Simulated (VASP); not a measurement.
# I (Cmce) in VASP: a series of runs

Runs on I. Level: PBE+D3(BJ). Tasks: single point.

Program: VASP 6.6.1. These are calculated values, not measurements. Logs are shortened: lines on timing, memory, paths and dates and some standing lists are left out, and cuts for length are marked.

## (1) The cell of the first run

The structure is orthorhombic, space group Cmce (No. 64). The conventional cell has a = 7.344 Å, b = 4.481 Å, c = 9.652 Å, α = 90.00°, β = 90.00°, γ = 90.00°. Within 3.8 Å of I (site symmetry m) lie 4 I at 2.82 to 3.78 Å.

## (2) Single point, PBE+D3(BJ)

Input file INCAR:

```
SYSTEM = I
PREC = Accurate
ENCUT = 520
EDIFF = 1E-6
ISMEAR = 0
SIGMA = 0.02
LREAL = .FALSE.
LASPH = .TRUE.
NELM = 80
ALGO = Normal
ISIF = 2
LWAVE = .FALSE.
LCHARG = .FALSE.
GGA = PE
IVDW = 12
NBANDS = 22
```

Input file KPOINTS:

```
regular mesh
0
G
  8 8 4
  0 0 0
```

Input file POSCAR:

```
I
1.0
    3.6719207902     -2.2405305418      0.0000000000
    3.6719207902      2.2405305418      0.0000000000
    0.0000000000      0.0000000000      9.6521328459
I
4
Direct
    0.8288638233      0.1711361767      0.8775738945
    0.3288638233      0.6711361767      0.6224261055
    0.1711361767      0.8288638233      0.1224261055
    0.6711361767      0.3288638233      0.3775738945
```

Potentials or basis: VASP PAW PBE potentials, release 64 (I).

Launch:

```console
> cat potpaw_PBE.64/I/POTCAR > POTCAR
> mpirun -np 1 vasp_std > vasp.out
```

OUTCAR:

```text
SYSTEM = I
   PREC = Accurate
   ENCUT = 520
   EDIFF = 1E-6
   ISMEAR = 0
   LREAL = .FALSE.
   LASPH = .TRUE.
   NELM = 80
   ISIF = 2
   GGA = PE
   IVDW = 12
 IVDW          = 12

 ion  position               nearest neighbor table
   1  0.829  0.171  0.878-   3 2.82   2 3.33   2 3.33
   2  0.329  0.671  0.622-   4 2.82   1 3.33   1 3.33
   3  0.171  0.829  0.122-   1 2.82   4 3.33   4 3.33
   4  0.671  0.329  0.378-   2 2.82   3 3.33   3 3.33

  LATTYP: Found a base centered orthorhombic cell.
 ALAT       =     4.4810610836
 B/A-ratio  =     1.6388621899
 C/A-ratio  =     2.1539837699

  Lattice vectors:

 A1 = (  -3.6719207902,  -2.2405305418,   0.0000000000)
 A2 = (   3.6719207902,  -2.2405305418,   0.0000000000)
 A3 = (   0.0000000000,   0.0000000000,   9.6521328459)

Analysis of symmetry for initial positions (statically):
=====================================================================
 Subroutine PRICEL returns:
 Original cell was already a primitive cell.

 Routine SETGRP: Setting up the symmetry group for a
 base centered orthorhombic supercell.

 Subroutine GETGRP returns: Found  8 space group operations
 (whereof  4 operations were pure point group operations)
 out of a pool of  8 trial point group operations.

The static configuration has the point symmetry C_2h.
 The point group associated with its full space group is D_2h.

Analysis of symmetry for dynamics (positions and initial velocities):
=====================================================================
 Subroutine PRICEL returns:
 Original cell was already a primitive cell.

 Routine SETGRP: Setting up the symmetry group for a
 base centered orthorhombic supercell.

 Subroutine GETGRP returns: Found  8 space group operations
 (whereof  4 operations were pure point group operations)
 out of a pool of  8 trial point group operations.

The dynamic configuration has the point symmetry C_2h.
 The point group associated with its full space group is D_2h.

 Subroutine INISYM returns: Found  8 space group operations
 (whereof  4 operations are pure point group operations),
 and found     1 'primitive' translations

----------------------------------------------------------------------------------------

                                     Primitive cell

  volume of cell :     158.8172

  direct lattice vectors                    reciprocal lattice vectors
     3.671920790 -2.240530542  0.000000000     0.136168515 -0.223161430  0.000000000
     3.671920790  2.240530542  0.000000000     0.136168515  0.223161430  0.000000000
     0.000000000  0.000000000  9.652132846     0.000000000  0.000000000  0.103604044

  length of vectors
     4.301508968  4.301508968  9.652132846     0.261424728  0.261424728  0.103604044

  position of ions in fractional coordinates (direct lattice)
     0.828863823  0.171136177  0.877573895
     0.328863823  0.671136177  0.622426105
     0.171136177  0.828863823  0.122426105
     0.671136177  0.328863823  0.377573895

  ion indices of the primitive-cell ions
   primitive index   ion index
                 1           1
                 2           2
                 3           3
                 4           4

----------------------------------------------------------------------------------------

 KPOINTS: regular mesh

Automatic generation of k-mesh.
 Grid dimensions read from file:
 generate k-points for:    8    8    4

 Generating k-lattice:

  Cartesian coordinates                     Fractional coordinates (reciprocal lattice)
     0.017021064 -0.027895179  0.000000000     0.125000000  0.000000000  0.000000000
     0.017021064  0.027895179  0.000000000     0.000000000  0.125000000  0.000000000
     0.000000000  0.000000000  0.025901011     0.000000000  0.000000000  0.250000000

  Length of vectors
     0.032678091  0.032678091  0.025901011

  Shift w.r.t. Gamma in fractional coordinates (k-lattice)
     0.000000000  0.000000000  0.000000000

 Subroutine IBZKPT returns following result:
 ===========================================

 Found     63 irreducible k-points:

 Following reciprocal coordinates:
            Coordinates               Weight
  0.000000  0.000000  0.000000      1.000000
  0.125000  0.000000  0.000000      4.000000
  0.250000  0.000000  0.000000      4.000000
  0.375000  0.000000  0.000000      4.000000
  0.500000  0.000000  0.000000      2.000000
  0.125000  0.125000  0.000000      2.000000
[... 16 lines left out ...]
  0.125000  0.000000  0.250000      8.000000
  0.250000  0.000000  0.250000      8.000000
 [... further k-points ...]
   k-points           NKPTS =     63   k-points in BZ     NKDIM =     63   number of bands    NBANDS=     22
   number of dos      NEDOS =    301   number of ions     NIONS =      4
   total plane-waves  NPLWV =  73728
   dimension x,y,z NGX =    32 NGY =   32 NGZ =   72
   dimension x,y,z NGXF=    64 NGYF=   64 NGZF=  144
   ions per type =               4
   NGX,Y,Z   is equivalent  to a cutoff of  12.37, 12.37, 12.40 a.u.
   NGXF,Y,Z  is equivalent  to a cutoff of  24.73, 24.73, 24.80 a.u.
 SYSTEM =  I
   PREC   = accura    normal or accurate (medium, high low for compatibility)
   ISTART =      0    job   : 0-new  1-cont  2-samecut
   ICHARG =      2    charge: 1-file 2-atom 10-const
   ISPIN  =      1    spin polarized calculation?
   LNONCOLLINEAR =      F non collinear calculations
   LSORBIT =      F    spin-orbit coupling
   LASPH  =      T    aspherical Exc in radial PAW
   ENCUT  =  520.0 eV  38.22 Ry    6.18 a.u.   8.00  8.00 17.95*2*pi/ulx,y,z
   NELM   =     80;   NELMIN=  2; NELMDL= -5     # of ELM steps
   EDIFF  = 0.1E-05   stopping-criterion for ELM
   LREAL  =      F    real-space projection
   EDIFFG = 0.1E-04   stopping-criterion for IOM
   NSW    =      0    number of steps for IOM
   IBRION =     -1    ionic relax: 0-MD 1-quasi-New 2-CG
   NFREE  =      0    steps in history (QN), initial steepest desc. (CG)
   ISIF   =      2    stress and relaxation
   ISYM   =      2    0-nonsym 1-usesym 2-fastsym
   POTIM  = 0.5000    time-step for ionic-motion
   TEBEG  =    0.0;   TEEND  =   0.0 temperature during run
   PSTRESS=    0.0 pullay stress
   NELECT =      28.0000    total number of electrons
   NUPDOWN=      -1.0000    fix difference up-down
   EMIN   =  10.00;   EMAX   =-10.00  energy-range for DOS
   EFERMI =   0.00;   METHOD = LEGACY
   ISMEAR =     0;   SIGMA  =   0.02  broadening in eV -4-tet -1-fermi 0-gaus
   EFERMI_NEDOS =   21; number of points for ismear=-14 and -15
   IALGO  =     38    algorithm
   IMIX   =      4    mixing-type and parameters
     AMIX     =   0.40;   BMIX     =  1.00
     AMIX_MAG =   1.60;   BMIX_MAG =  1.00
  volume/ion in A,a.u.               =      39.70       267.94
  Fermi-wavevector in a.u.,A,eV,Ry     =   0.917970  1.734711 11.465200  0.842668
  Thomas-Fermi vector in A             =   2.042999
   LORBIT       =      0    0 simple, 1 ext, 2 COOP (PROOUT), +10 PAW based schemes
   GGA     = PE    functional components
   LHFCALC =     F    Hartree Fock is set to
   AEXX    =    0.0000 exact exchange contribution
   IVDW    =    12    specifies the selected vdW correction
   LEPSILON=     F    determine dielectric tensor
   LRPA    =     F    only Hartree local field effects (RPA)
 non-spin polarized calculation
 Gauss-broadening in eV      SIGMA  =   0.02
  energy-cutoff  :      520.00
  volume of cell :      158.82
 maximum number of plane-waves:      4318
   NGX = 15   NGY = 15   NGZ = 35

 number of electron      28.0000002 magnetization

 Free energy of the ion-electron system (eV)
  ---------------------------------------------------
  ext. energy  EPLUGINS =         0.00000000
  ---------------------------------------------------
  free energy    TOTEN  =        -5.95097820 eV

  energy without entropy =       -5.95097820  energy(sigma->0) =       -5.95097820

 E-fermi :   3.4502     XC(G=0):  -8.3596

 val. band max:        3.3092494596   @ k =   0.5000   0.0000   0.5000
 cond. band min:       4.1529189159   @ k =   0.5000   0.3750   0.0000
 fundamental gap:      0.8436694563
 Fermi energy:         3.4501977205

 k-point     1 :       0.0000    0.0000    0.0000
  band No.  band energies     occupation
      1     -10.3741      2.00000
      2      -9.5618      2.00000
      3      -8.8329      2.00000
      4      -7.4045      2.00000
      5      -1.3576      2.00000
      6       0.2527      2.00000
[... 14 lines left out ...]
     21      10.2975      0.00000
     22      11.1074      0.00000

 k-point     2 :       0.1250    0.0000    0.0000
  band No.  band energies     occupation
      1     -10.3015      2.00000
      2      -9.5334      2.00000
      3      -8.7793      2.00000
      4      -7.4683      2.00000
      5      -1.3295      2.00000
      6       0.0615      2.00000
[... 14 lines left out ...]
     21      10.4375      0.00000
     22      10.5542      0.00000

 k-point     3 :       0.2500    0.0000    0.0000
  band No.  band energies     occupation
      1     -10.1006      2.00000
      2      -9.4750      2.00000
      3      -8.6323      2.00000
      4      -7.6512      2.00000
      5      -1.3421      2.00000
      6      -0.5846      2.00000
[... 14 lines left out ...]
     21      10.6394      0.00000
     22      11.1206      0.00000
[... 476 lines left out ...]
 k-point    23 :       0.1250    0.0000    0.2500
  band No.  band energies     occupation
      1     -10.2331      2.00000
      2      -9.7415      2.00000
      3      -8.5007      2.00000
      4      -7.6269      2.00000
      5      -1.1730      2.00000
      6      -0.2688      2.00000
[... 14 lines left out ...]
     21      10.3932      0.00000
     22      10.4727      0.00000

 k-point    24 :       0.2500    0.0000    0.2500
  band No.  band energies     occupation
      1     -10.0405      2.00000
      2      -9.6278      2.00000
      3      -8.4311      2.00000
      4      -7.7675      2.00000
      5      -1.2754      2.00000
      6      -0.7036      2.00000
[... 14 lines left out ...]
     21      10.4193      0.00000
     22      10.8180      0.00000

 [... further k-points ...]

------------------------ aborting loop because EDIFF is reached ----------------------------------------

 Edisp (eV)   -1.30869

 E8    (eV) :    -0.5855

  FORCE on cell =-STRESS in cart. coord.  units (eV):
  Direction    XX          YY          ZZ          XY          YZ          ZX
  --------------------------------------------------------------------------------------
  -------------------------------------------------------------------------------------
  Total       0.01986    -0.02604    -0.06284     0.00000    -0.00000     0.00000
  in kB       0.20038    -0.26267    -0.63396     0.00000    -0.00000     0.00000
  external pressure =       -0.23 kB  Pullay stress =        0.00 kB

 VOLUME and BASIS-vectors are now :
 -----------------------------------------------------------------------------
  energy-cutoff  :      520.00
  volume of cell :      158.82
      direct lattice vectors                 reciprocal lattice vectors
     3.671920790 -2.240530542  0.000000000     0.136168515 -0.223161430  0.000000000
     3.671920790  2.240530542  0.000000000     0.136168515  0.223161430  0.000000000
     0.000000000  0.000000000  9.652132846     0.000000000  0.000000000  0.103604044

 POSITION                                       TOTAL-FORCE (eV/Angst)
 -----------------------------------------------------------------------------------
      3.67192     -1.47366      8.47046         0.000000     -0.009331      0.011444
      3.67192      0.76687      6.00774         0.000000     -0.009331     -0.011444
      3.67192      1.47366      1.18167         0.000000      0.009331     -0.011444
      3.67192     -0.76687      3.64439         0.000000      0.009331      0.011444
 -----------------------------------------------------------------------------------
    total drift:                                0.000000      0.000000     -0.000000

  FREE ENERGIE OF THE ION-ELECTRON SYSTEM (eV)
  ---------------------------------------------------
  free  energy   TOTEN  =        -7.2596654970 eV

  energy  without entropy=       -7.2596654970  energy(sigma->0) =       -7.25966550
```

It took 2.5 min on 1 thread of Intel Xeon Platinum 8259CL at 2.50GHz (Skylake/Cascade Lake), shared host; peak memory 0.35 GiB.

Results:

* Free energy: -7.2597 eV
* Pressure: 0.0 GPa
* Largest force: 0.015 eV/Å
* Band gap on the k mesh: 0.84 eV (least direct gap 1.15 eV)
* Dispersion energy per atom: -0.327 eV

Forces in eV/Å, atoms in the order of the input:
```
I    0.000 -0.009  0.011
I    0.000 -0.009 -0.011
I    0.000  0.009 -0.011
I    0.000  0.009  0.011
```

Caveat: spin-orbit coupling is left out, which moves the levels of the heavy elements. A hybrid or GW would open this gap; PBE tends to underestimate it.

## (3) Single point, PBE+D3(BJ) (40.90 Å³/atom)

This run uses another cell than the first one, of 40.90 Å³/atom.

Input file INCAR:

```
  PREC = Accurate
  ENCUT = 520
  EDIFF = 1E-6
  ISMEAR = 0
  SIGMA = 0.02
  LREAL = False
  LASPH = True
  NELM = 60
  ALGO = Normal
  ISIF = 2
  LWAVE = False
  LCHARG = True
  GGA = PE
  IVDW = 12
  LELF = True
  LVHAR = True
  NBANDS = 22
```

Input file KPOINTS:

```
regular mesh
0
Gamma
  8 8 4
```

Input file POSCAR:

```
I
1.0
    3.7410095334     -2.2575490514      0.0000000000
    3.7410095334      2.2575490514      0.0000000000
    0.0000000000      0.0000000000      9.6845328716
I
4
Direct
    0.8310581152      0.1689418848      0.8778064213
    0.3310581152      0.6689418848      0.6221935787
    0.1689418848      0.8310581152      0.1221935787
    0.6689418848      0.3310581152      0.3778064213
```

Potentials or basis: VASP PAW PBE potentials, release 64 (I).

Launch:

```console
> cat potpaw_PBE.64/I/POTCAR > POTCAR
> mpirun -np 1 vasp_std > vasp.out
```

It took 2.1 min on 1 thread of Intel Xeon Platinum 8259CL at 2.50GHz (Skylake/Cascade Lake), shared host; peak memory 0.36 GiB.

Results (log left out):

```yaml
Free_energy: -7.2553 eV
Pressure: -0.3 GPa
Largest_force: 0.010 eV/Å
Band_gap_on_the_k_mesh: 0.88 eV (least direct gap 1.14 eV)
Dispersion_energy_per_atom: -0.316 eV
```

Forces in eV/Å, atoms in the order of the input:
```
I    0.000 -0.009  0.003
I    0.000 -0.009 -0.003
I    0.000  0.009 -0.003
I    0.000  0.009  0.003
```

Levels at points of the mesh, in eV from the valence-band top:
| k point | band 11 | band 12 | band 13 | band 14 | band 15 | band 16 | band 17 | band 18 |
| --- | --- | --- | --- | --- | --- | --- | --- | --- |
| (0.00, 0.00, 0.00) | -0.99 | -0.77 | -0.42 | -0.02 | 1.12 | 1.90 | 4.86 | 5.16 |
| (0.50, 0.00, 0.00) | -1.58 | -1.58 | -0.80 | -0.80 | 2.16 | 2.16 | 5.23 | 5.23 |
| (0.50, 0.50, 0.00) | -1.75 | -1.56 | -0.98 | -0.43 | 0.95 | 1.62 | 4.74 | 5.88 |
| (0.00, 0.00, 0.50) | -0.83 | -0.83 | -0.18 | -0.18 | 1.23 | 1.23 | 5.59 | 5.59 |
| (0.50, 0.00, 0.50) | -0.97 | -0.97 | 0.00 | 0.00 | 1.26 | 1.26 | 5.67 | 5.67 |
| (0.50, 0.50, 0.50) | -1.17 | -1.17 | -1.14 | -1.14 | 1.04 | 1.04 | 5.75 | 5.75 |

Caveat: spin-orbit coupling is left out, which moves the levels of the heavy elements.

## (4) Single point, PBE+D3(BJ) (42.09 Å³/atom)

This run uses another cell than the first one, of 42.09 Å³/atom.

Input file INCAR:

```
SYSTEM = I
ALGO = Normal
EDIFF = 1E-7
ENCUT = 520
GGA = PE
ISIF = 2
ISMEAR = 0
IVDW = 12
LASPH = .TRUE.
LCHARG = .FALSE.
LREAL = .FALSE.
LWAVE = .FALSE.
NBANDS = 22
NELM = 60
PREC = Accurate
SIGMA = 0.02
```

Input file KPOINTS:

```
k-points
0
G
  8 8 4
  0 0 0
```

Input file POSCAR:

```
I
1.0
    3.8109288492     -2.2738520640      0.0000000000
    3.8109288492      2.2738520640      0.0000000000
    0.0000000000      0.0000000000      9.7136014797
I
4
Direct
    0.8333730886      0.1666269114      0.8779139308
    0.3333730886      0.6666269114      0.6220860692
    0.1666269114      0.8333730886      0.1220860692
    0.6666269114      0.3333730886      0.3779139308
```

Launch:

```console
> cat potpaw_PBE.64/I/POTCAR > POTCAR
> mpirun -np 1 vasp_std > vasp.out
```

Wall time 3.4 min (1 thread of Intel Xeon Platinum 8259CL at 2.50GHz (Skylake/Cascade Lake), shared host); peak memory 0.39 GiB.

The run converged. Its results:

```
Free energy                : -7.2427 eV
Pressure                   : -0.6 GPa
Largest force              : 0.008 eV/Å
Band gap on the k mesh     : 0.92 eV (least direct gap 1.13 eV)
Dispersion energy per atom : -0.305 eV
```

Forces in eV/Å, atoms in the order of the input:
```
I    0.000 -0.007  0.004
I    0.000 -0.007 -0.004
I    0.000  0.007 -0.004
I    0.000  0.007  0.004
```

Stress tensor (GPa, compression positive):
```
-0.53  0.00  0.00
 0.00 -0.59  0.00
 0.00  0.00 -0.62
```

Levels at points of the mesh, in eV from the valence-band top:
```csv
k point,band 12,band 13,band 14,band 15,band 16,band 17
"(0.00, 0.00, 0.00)",-0.72,-0.44,-0.01,1.11,1.90,4.95
"(0.50, 0.00, 0.00)",-1.56,-0.77,-0.77,2.15,2.15,5.28
"(0.50, 0.50, 0.00)",-1.51,-0.90,-0.37,0.98,1.65,4.84
"(0.00, 0.00, 0.50)",-0.85,-0.18,-0.18,1.25,1.25,5.55
"(0.50, 0.00, 0.50)",-0.92,0.00,0.00,1.30,1.30,5.71
"(0.50, 0.50, 0.50)",-1.11,-1.08,-1.08,1.08,1.08,5.83
```

Caveat: spin-orbit coupling is left out, which moves the levels of the heavy elements. A k mesh can miss the band edges.

## (5) Summary

| cell | gap on the mesh (eV) | pressure (GPa) | largest force (eV/Å) |
| --- | --- | --- | --- |
| a = 4.302, b = 4.302, c = 9.652 Å, angles 90.0, 90.0, 62.8°, 4 atoms, atomic positions A | 0.84 | 0.0 | 0.01 |
| a = 4.369, b = 4.369, c = 9.685 Å, angles 90.0, 90.0, 62.2°, 4 atoms, atomic positions B | 0.88 | -0.3 | 0.01 |
| a = 4.438, b = 4.438, c = 9.714 Å, angles 90.0, 90.0, 61.6°, 4 atoms, atomic positions C | 0.92 | -0.6 | 0.01 |

Alike in all rows: task single point; level PBE+D3(BJ); potentials or basis VASP PAW PBE potentials, release 64 (I); no spin polarisation; k mesh 8 × 8 × 4; cutoff (eV) 520; smearing gaussian 0.02 eV.

Caveats: spin-orbit coupling is left out, which moves the levels of the heavy elements.

Total energies depend on the potentials used, so only differences within one code and one set of settings carry meaning.
